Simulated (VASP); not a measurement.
A run of VASP 6.6.1 is set up as follows.

Contents of INCAR:

```
ALGO = Normal
EDIFF = 1E-6
ENCUT = 520
GGA = PE
ISIF = 2
ISMEAR = -1
LASPH = True
LCHARG = False
LREAL = False
LWAVE = False
NBANDS = 14
NELM = 80
PREC = Accurate
SIGMA = 0.08
```

Contents of KPOINTS:

```
k-points
0
Gamma
  14 14 4
```

POSCAR

```
Al
1.0
    2.1105868071      0.0000000000      0.0000000000
   -1.0552934035      1.8278217919      0.0000000000
    0.0000000000      0.0000000000      6.8639114519
Al
4
Direct
    0.0000000000      0.0000000000      0.0000000000
    0.0000000000      0.0000000000      0.5000000000
    0.3333333333      0.6666666667      0.2500000000
    0.6666666667      0.3333333333      0.7500000000
```

Potentials or basis: VASP PAW PBE potentials, release 64 (Al).

Run with:

```sh
$ cat potpaw_PBE.64/Al/POTCAR > POTCAR
$ mpirun -np 1 vasp_std > vasp.out
```

**Question.** Predict the pressure.

**Answer.** 464.8 GPa.

**Question.** Predict the band gap on the k mesh.

**Answer.** Zero (band 6 reaches 27.47 eV, above the bottom of band 7 at 19.41 eV).
